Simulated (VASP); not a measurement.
# Ti4B (P6/mmm) in VASP: a series of runs, part 2 of 2

VASP 6.6.1. The steps go on from the part before.

## (3) Relaxation of cell and atoms, PBE

File INCAR:

```
PREC = Accurate ; ENCUT = 600
EDIFF = 1E-6 ; ISMEAR = 0
SIGMA = 0.1 ; LREAL = F
LASPH = T ; NELM = 100
ALGO = Fast ; ISIF = 3
LWAVE = F ; LCHARG = F
GGA = PE ; IBRION = 2
NSW = 90 ; EDIFFG = -0.04
```

File KPOINTS:

```
regular mesh
0
Gamma
  6 6 4
```

File POSCAR:

```
Ti4B
1.0
    4.0413008800      0.0000000000      0.0000000000
   -2.0206504400      3.4998692300      0.0000000000
    0.0000000000      0.0000000000      5.3926517500
Ti B
4 1
Direct
    0.3333333300      0.6666666700      0.0000000000
    0.6666666700      0.3333333300      0.0000000000
    0.3333333300      0.6666666700      0.5000000000
    0.6666666700      0.3333333300      0.5000000000
    0.0000000000      0.0000000000      0.5000000000
```

Potentials or basis: VASP PAW PBE potentials, release 64 (Ti_sv, B).

Started as:

```console
$ cat potpaw_PBE.64/Ti_sv/POTCAR potpaw_PBE.64/B/POTCAR > POTCAR
$ mpirun -np 1 vasp_std > vasp.out
```

OUTCAR:

```text
PREC = Accurate
   ENCUT = 600
   EDIFF = 1E-6
   ISMEAR = 0
   LREAL = F
   LASPH = T
   NELM = 100
   ISIF = 3
   GGA = PE
   IBRION = 2
   NSW = 90
   EDIFFG = -0.04

 ion  position               nearest neighbor table
   1  0.333  0.667  0.000-   2 2.33   2 2.33   2 2.33   3 2.70   3 2.70
   2  0.667  0.333  0.000-   1 2.33   1 2.33   1 2.33   4 2.70   4 2.70
   3  0.333  0.667  0.500-   5 2.33   4 2.33   4 2.33   5 2.33   5 2.33   4 2.33   1 2.70   1 2.70

   4  0.667  0.333  0.500-   5 2.33   3 2.33   3 2.33   5 2.33   5 2.33   3 2.33   2 2.70   2 2.70

   5  0.000  0.000  0.500-   3 2.33   4 2.33   4 2.33   3 2.33   4 2.33   3 2.33

  LATTYP: Found a hexagonal cell.
 ALAT       =     4.0413008800
 C/A-ratio  =     1.3343851176

  Lattice vectors:

 A1 = (   4.0413008800,   0.0000000000,   0.0000000000)
 A2 = (  -2.0206504400,   3.4998692300,   0.0000000000)
 A3 = (   0.0000000000,   0.0000000000,   5.3926517500)

Analysis of symmetry for initial positions (statically):
=====================================================================
 Subroutine PRICEL returns:
 Original cell was already a primitive cell.

 Routine SETGRP: Setting up the symmetry group for a
 hexagonal supercell.

 Subroutine GETGRP returns: Found 24 space group operations
 (whereof 24 operations were pure point group operations)
 out of a pool of 24 trial point group operations.

The static configuration has the point symmetry D_6h.

Analysis of symmetry for dynamics (positions and initial velocities):
=====================================================================
 Subroutine PRICEL returns:
 Original cell was already a primitive cell.

 Routine SETGRP: Setting up the symmetry group for a
[... 133 lines left out ...]
   GGA     = PE    functional components
   LHFCALC =     F    Hartree Fock is set to
   AEXX    =    0.0000 exact exchange contribution
   IVDW    =     0    specifies the selected vdW correction
   LEPSILON=     F    determine dielectric tensor
   LRPA    =     F    only Hartree local field effects (RPA)
 conjugate gradient relaxation of ions
 non-spin polarized calculation
 RMM-DIIS sequential band-by-band and
 Gauss-broadening in eV      SIGMA  =   0.10
  energy-cutoff  :      600.00
  volume of cell :       76.27
 maximum number of plane-waves:      2556
   NGX = 17   NGY = 17   NGZ = 21

--------------------------------------- Ionic step        1  -------------------------------------------

 number of electron      50.9999999 magnetization

 Free energy of the ion-electron system (eV)
  ---------------------------------------------------
  ext. energy  EPLUGINS =         0.00000000
  ---------------------------------------------------
  free energy    TOTEN  =       -32.39861755 eV

  energy without entropy =      -32.35432320  energy(sigma->0) =      -32.37647038

------------------------ aborting loop EDIFF was not reached (unconverged)  ----------------------------

  FORCE on cell =-STRESS in cart. coord.  units (eV):
  Direction    XX          YY          ZZ          XY          YZ          ZX
  --------------------------------------------------------------------------------------
  -------------------------------------------------------------------------------------
  Total        9.0479455      9.0479455     -1.8074005      0.0000000     -0.0000000      0.0000000
  in kB      190.0575727    190.0575730    -37.9655415      0.0000000     -0.0000000      0.0000000
  external PRESSURE =     114.0498681 kB  Pullay stress =       0.0000000 kB
[... 26 lines left out ...]
--------------------------------------- Ionic step        2  -------------------------------------------

 number of electron      50.9999999 magnetization

------------------------ aborting loop EDIFF was not reached (unconverged)  ----------------------------

  FORCE on cell =-STRESS in cart. coord.  units (eV):
  Direction    XX          YY          ZZ          XY          YZ          ZX
  --------------------------------------------------------------------------------------
  -------------------------------------------------------------------------------------
  Total       -1.5738031     -1.5738031     -3.2023586      0.0000000     -0.0000000      0.0000000
  in kB      -28.4595273    -28.4595273    -57.9091586      0.0000000     -0.0000000      0.0000000
  external PRESSURE =     -38.2760710 kB  Pullay stress =       0.0000000 kB
[... 143 lines left out ...]
--------------------------------------- Ionic step        6  -------------------------------------------

 number of electron      51.0000001 magnetization

 Free energy of the ion-electron system (eV)
  ---------------------------------------------------
  ext. energy  EPLUGINS =         0.00000000
  ---------------------------------------------------
  free energy    TOTEN  =       -33.09803760 eV

  energy without entropy =      -33.05315771  energy(sigma->0) =      -33.07559766

 E-fermi :   6.7598     XC(G=0): -10.9503

 val. band max:        6.7385517089   @ k =   0.3333   0.1667   0.2500
 cond. band min:       6.7648503797   @ k =   0.5000   0.0000   0.0000
 fundamental gap:      0.0262986708
 Fermi energy:         6.7598166979

 k-point     1 :       0.0000    0.0000    0.0000
  band No.  band energies     occupation
      1     -49.8029      2.00000
      2     -49.5626      2.00000
      3     -49.5108      2.00000
      4     -49.2808      2.00000
      5     -26.5326      2.00000
      6     -26.3642      2.00000
[... 714 lines left out ...]
  FREE ENERGIE OF THE ION-ELECTRON SYSTEM (eV)
  ---------------------------------------------------
  free  energy   TOTEN  =       -33.0980375981 eV

  energy  without entropy=      -33.0531577131  energy(sigma->0) =      -33.07559766

 reached required accuracy - stopping structural energy minimisation
```

OSZICAR:

```text
N       E                     dE             d eps       ncg     rms          rms(c)
DAV:   1     0.702985386800E+03    0.70299E+03   -0.28958E+04  1268   0.227E+03
DAV:   2     0.563363813540E+02   -0.64665E+03   -0.63792E+03  1260   0.648E+02
DAV:   3    -0.257940646286E+02   -0.82130E+02   -0.80234E+02  2090   0.195E+02
DAV:   4    -0.363659755185E+02   -0.10572E+02   -0.10183E+02  2024   0.606E+01
[... 347 lines left out ...]
RMM:  21    -0.330980339474E+02   -0.13888E-05   -0.16573E-05   952   0.134E-02    0.811E-03
RMM:  22    -0.330980352572E+02   -0.13098E-05   -0.15539E-05   895   0.123E-02    0.862E-03
RMM:  23    -0.330980361817E+02   -0.92450E-06   -0.11142E-05   840   0.111E-02    0.930E-03
RMM:  24    -0.330980369978E+02   -0.81610E-06   -0.10080E-05   812   0.104E-02    0.959E-03
RMM:  25    -0.330980375981E+02   -0.60033E-06   -0.77729E-06   799   0.988E-03
   6 F= -.33098038E+02 E0= -.33075598E+02  d E =-.139415E-02
```

Wall time 16 min (1 thread of AMD EPYC 7R13 (Zen 3), shared host); peak memory 0.22 GiB.

Results:

- Free energy: -33.0980 eV
- Relaxed volume: 16.79 Å³/atom
- Relaxed cell: a = 4.370 Å, b = 4.370 Å, c = 5.076 Å, α = 90.00°, β = 90.00°, γ = 120.00°
- Space group after relaxing (to 0.05 Å): P6/mmm (No. 191)
- Energy gained by relaxing: 139.9 meV/atom
- Ionic steps: 6
- Pressure after relaxing: 0.1 GPa

The path:
```tsv
step	energy change (eV)	largest force (eV/Å)	pressure (GPa)	volume (Å³)
1	0.0000	0.0000	11.40	76.27
2	-0.6208	0.0000	-3.83	88.60
3	-0.6351	0.0000	-2.29	86.69
4	-0.6927	0.0000	-0.40	84.44
5	-0.6980	0.0000	0.50	83.46
6	-0.6994	0.0000	0.06	83.96
```

Final structure:
```
Ti B
1.0
     4.37026    0.00000    0.00000
    -2.18513    3.78476    0.00000
     0.00000    0.00000    5.07616
Ti B
4 1
Direct
  0.33333 0.66667 0.00000
  0.66667 0.33333 0.00000
  0.33333 0.66667 0.50000
  0.66667 0.33333 0.50000
  0.00000 0.00000 0.50000
```

Levels at points of the mesh, in eV from the Fermi level:
| k point | band 21 | band 22 | band 23 | band 24 | band 25 | band 26 | band 27 | band 28 | band 29 | band 30 |
| --- | --- | --- | --- | --- | --- | --- | --- | --- | --- | --- |
| (0.00, 0.00, 0.00) | -1.43 | -1.43 | -1.19 | -0.87 | -0.23 | 0.46 | 0.46 | 1.11 | 1.11 | 1.14 |
| (0.50, 0.00, 0.00) | -1.47 | -1.30 | -1.05 | -0.61 | -0.25 | -0.11 | 0.01 | 0.16 | 1.07 | 1.84 |
| (0.00, 0.00, 0.50) | -0.32 | -0.32 | -0.27 | -0.27 | -0.10 | -0.07 | 0.45 | 0.45 | 1.62 | 1.64 |
| (0.50, 0.00, 0.50) | -1.47 | -0.86 | -0.68 | -0.66 | -0.50 | 0.04 | 0.42 | 0.60 | 0.70 | 1.41 |

## (4) Single point, PBE, collinear spin, ferromagnetic start

This run uses another cell than the first one, of 16.80 Å³/atom, 1.101 times its volume.

File INCAR:

```
PREC = Accurate
ENCUT = 520
EDIFF = 1E-6
ISMEAR = 0
SIGMA = 0.1
LREAL = False
LASPH = True
NELM = 150
ALGO = Normal
ISIF = 2
LWAVE = False
LCHARG = True
ISPIN = 2
MAGMOM = 1 1 1 1 0
LORBIT = 11
LMAXMIX = 4
GGA = PE
LELF = True
LVHAR = True
NBANDS = 38
```

KPOINTS is that of step 3.

File POSCAR:

```
Ti4B
1.0
    4.3649197472      0.0000000000      0.0000000000
   -2.1824598736      3.7801313865      0.0000000000
    0.0000000000      0.0000000000      5.0913176973
Ti B
4 1
Direct
    0.3333333333      0.6666666667      0.0000000000
    0.6666666667      0.3333333333      0.0000000000
    0.3333333333      0.6666666667      0.5000000000
    0.6666666667      0.3333333333      0.5000000000
    0.0000000000      0.0000000000      0.5000000000
```

Started as:

```console
$ cat potpaw_PBE.64/Ti_sv/POTCAR potpaw_PBE.64/B/POTCAR > POTCAR
$ mpirun -np 1 vasp_std > vasp.out
```

Run time: 2 min. Hardware: 1 thread of AMD EPYC 7R13 (Zen 3), shared host; peak memory 0.24 GiB.

The run converged. Its results:

- Free energy: -33.1090 eV
- Pressure: 0.1 GPa
- Net moment: 0.91 μB per cell
- Site moments: Ti +0.36, +0.01; B +0.01 μB
- Valence electrons inside the program's atomic spheres: Ti 10.43, 10.45; B 1.53

Levels at points of the mesh, in eV from the Fermi level:
Spin up:
```
           k point  band 22  band 23  band 24  band 25  band 26  band 27  band 28  band 29  band 30  band 31
(0.00, 0.00, 0.00)    -1.43    -1.33    -0.88    -0.27     0.35     0.35     0.98     0.98     1.16     1.16
(0.50, 0.00, 0.00)    -1.30    -1.08    -0.74    -0.26    -0.16    -0.14    -0.02     1.06     1.54     2.01
(0.00, 0.00, 0.50)    -0.36    -0.31    -0.31    -0.22    -0.14     0.37     0.37     1.41     1.41     1.63
(0.50, 0.00, 0.50)    -0.88    -0.84    -0.68    -0.53    -0.10     0.37     0.42     0.65     1.28     2.18
```
Spin down:
| k point | band 21 | band 22 | band 23 | band 24 | band 25 | band 26 | band 27 | band 28 | band 29 | band 30 |
| --- | --- | --- | --- | --- | --- | --- | --- | --- | --- | --- |
| (0.00, 0.00, 0.00) | -1.33 | -1.33 | -0.96 | -0.85 | -0.08 | 0.64 | 0.64 | 1.23 | 1.23 | 1.30 |
| (0.50, 0.00, 0.00) | -1.36 | -1.26 | -0.96 | -0.40 | -0.17 | -0.03 | 0.26 | 0.44 | 1.13 | 1.83 |
| (0.00, 0.00, 0.50) | -0.20 | -0.20 | -0.18 | -0.18 | -0.06 | 0.14 | 0.63 | 0.63 | 1.69 | 1.69 |
| (0.50, 0.00, 0.50) | -1.32 | -0.80 | -0.60 | -0.44 | -0.42 | 0.29 | 0.46 | 0.75 | 0.81 | 1.61 |

## (5) The runs side by side

```tsv
task	spin	cell	cutoff (eV)	gap on the mesh (eV)	pressure (GPa)
single point	off	a = 4.041, b = 4.041, c = 5.393 Å, angles 90.0, 90.0, 120.0°, 5 atoms	520	none	11.5
relaxation of cell and atoms	off	relaxed from a = 4.041, b = 4.041, c = 5.393 Å, angles 90.0, 90.0, 120.0°, 5 atoms	600	none	0.1
single point	collinear, ferromagnetic start	a = 4.365, b = 4.365, c = 5.091 Å, angles 90.0, 90.0, 120.0°, 5 atoms	520	none	0.1
```

Alike in all rows: level PBE; potentials or basis VASP PAW PBE potentials, release 64 (Ti_sv, B); k mesh 6 × 6 × 4; smearing gaussian 0.1 eV.

Total energies depend on the potentials used, so only differences within one code and one set of settings carry meaning.
